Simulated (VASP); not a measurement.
**Ir2Cl: single point with r2SCAN**

Ir2Cl:

```xyz
3
Lattice="0.0000 2.9552 2.9552 2.9552 0.0000 2.9552 2.9552 2.9552 0.0000" Properties=species:S:1:pos:R:3 pbc="T T T"
Ir    1.4776    1.4776    1.4776
Ir    4.4328    4.4328    4.4328
Cl    0.0000    0.0000    0.0000
```

```json
{"Program": "VASP 6.6.1", "Task": "single point", "Functional": "r2SCAN", "Potentials or basis": "VASP PAW PBE potentials, release 64 (Ir, Cl)", "Cutoff": "520 eV", "k mesh": "6 × 6 × 6", "Occupations": "gaussian, width 0.1 eV", "Spin": "collinear spin, ferromagnetic start", "Starting moments": "[1.0, 1.0, 0.0] μB"}
```

```yaml
Pressure: -11.1 GPa
Net_moment: 0.00 μB per cell
Valence_electrons_inside_the_program's_atomic_spheres: Ir 7.96; Cl 4.87
```

Levels at points of the mesh, in eV from the Fermi level:
Spin up:
| k point | band 9 | band 10 | band 11 | band 12 | band 13 | band 14 | band 15 | band 16 |
| --- | --- | --- | --- | --- | --- | --- | --- | --- |
| (0.00, 0.00, 0.00) | -0.61 | -0.61 | 0.14 | 0.14 | 0.14 | 1.07 | 1.07 | 4.69 |
| (0.50, 0.00, 0.00) | -2.25 | -2.15 | -2.15 | -2.07 | -0.30 | 0.87 | 0.87 | 3.36 |
| (0.50, 0.50, 0.00) | -2.00 | -1.14 | -1.14 | -0.40 | -0.27 | 0.97 | 2.93 | 4.30 |
Spin down:
```csv
k point,band 10,band 11,band 12,band 13,band 14,band 15
"(0.00, 0.00, 0.00)",-0.61,0.14,0.14,0.14,1.07,1.07
"(0.50, 0.00, 0.00)",-2.15,-2.15,-2.07,-0.30,0.87,0.87
"(0.50, 0.50, 0.00)",-1.14,-1.14,-0.40,-0.27,0.97,2.93
```

It took 100 s on 1 thread of Intel(R) Xeon(R) 6975P-C (Granite Rapids) (shared host), peak memory 0.23 GiB.

Caveat: the PAW data sets were made with another functional, which shifts forces and pressure a little; spin-orbit coupling is left out, which moves the levels of the heavy elements.
